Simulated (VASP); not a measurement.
Runs of VASP 6.6.1 on Sb. The structure is that of space group Fm-3m (No. 225), or close to it. The cells are those of the table. This isn't the form of Sb at room conditions, which is rhombohedral.

```tsv
task	level	cell	k mesh	cutoff (eV)	share of exact exchange	screening parameter	gap on the mesh (eV)	pressure (GPa)
single point	HSE06	a = 3.353 Å, angles 60.0°, 1 atom	6 × 6 × 6	400	0.25	0.2079 1/Å	none	(a)
single point	PBE0	a = 3.331 Å, angles 60.0°, 1 atom	6 × 6 × 6	400	0.25	-	none	0.3
single point	r2SCAN-based global hybrid with 35 % exact exchange	a = 3.353 Å, angles 60.0°, 1 atom	6 × 6 × 6	440	0.35	-	none	-1.7
relaxation of cell and atoms	PBE0	relaxed from a = 3.353 Å, angles 60.0°, 1 atom	5 × 5 × 5	500	0.25	-	none	0.0
```

Alike in all rows: potentials or basis VASP PAW PBE potentials, release 64 (Sb_d_GW); no spin polarisation; smearing fermi-dirac 0.05 eV.

Problem. Estimate the missing entries.

Solution. (a) -0.7.

Caveats: all runs use coarse meshes; the PAW data sets were made with another functional, which shifts forces and pressure a little; spin-orbit coupling is left out, which moves the levels of the heavy elements; an odd number of electrons without spin polarisation forces a metal; a magnetic or distorted state may lie lower.

A k mesh can miss the band edges, and the runs leave out spin-orbit coupling on Sb.

A gap of «none» marks levels without a gap at the run's occupations.
